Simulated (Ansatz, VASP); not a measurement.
## One calculation of Ti, two programs

File INCAR:

```
PREC = Accurate ; ENCUT = 520
EDIFF = 1E-7 ; ISMEAR = 0
SIGMA = 0.15 ; LREAL = False
LASPH = True ; NELM = 60
ALGO = Fast ; ISIF = 2
LWAVE = False ; LCHARG = False
GGA = PS ; NBANDS = 19
```

Contents of KPOINTS:

```
Automatic mesh
0
Gamma
  24 24 14
```

The input POSCAR:

```
Ti
1.0
    2.9004352003      0.0000000000      0.0000000000
   -1.4502176001      2.5118505655      0.0000000000
    0.0000000000      0.0000000000      4.5909904468
Ti
2
Direct
    0.3333333333      0.6666666667      0.2532672688
    0.6666666667      0.3333333333      0.7467327312
```

Input for Ansatz:

```yaml
crystal:
  lattice:
    - [2.9004352003, 0.0, 0.0]
    - [-1.4502176001, 2.5118505655, 0.0]
    - [0.0, 0.0, 4.5909904468]
  atoms:
    - { symbol: Ti, position: [0.3333333333, 0.6666666667, 0.2532672688] }
    - { symbol: Ti, position: [0.6666666667, 0.3333333333, 0.7467327312] }
basis:
  ecutwfc: 420
kpoints:
  mp_grid: { grid: [24, 24, 14] }
hamiltonian:
  xc: pbesol
scf:
  occupations: { method: gaussian, width: 0.15 }
output:
  forces: true
  stress: true
  eigenvalues: true
```

Change from the starting cell: mode 6 (196.2 1/cm) frozen in, largest displacement +0.015 Å.

Alike in both runs: task single point; functional PBEsol; k mesh 24 × 24 × 14; occupations gaussian, width 0.15 eV; no spin polarisation.

|  | VASP | Ansatz |
| --- | --- | --- |
| version | VASP 6.6.1 | Ansatz 0.2.0 |
| potentials or method | VASP PAW PBE potentials, release 64 (Ti_sv), cutoff 520 eV | scalar-relativistic, plane waves, PAW |
| valence electrons in the cell | 24 | 24 |

|  | VASP | Ansatz | Ansatz less VASP |
| --- | --- | --- | --- |
| gap on the k mesh at the Fermi level (eV) | none | none | - |
| pressure (GPa) | -0.2 | 0.1 | +0.31 |
| rms of the force components (eV/Å) | 0.059 | 0.060 | +0.0002 |

VASP's potentials were made for PBE, not for PBEsol. Atom by atom the forces differ by 0.000 eV/Å (rms over components). A gap of «none» marks a metal or a gap that the smearing closes.
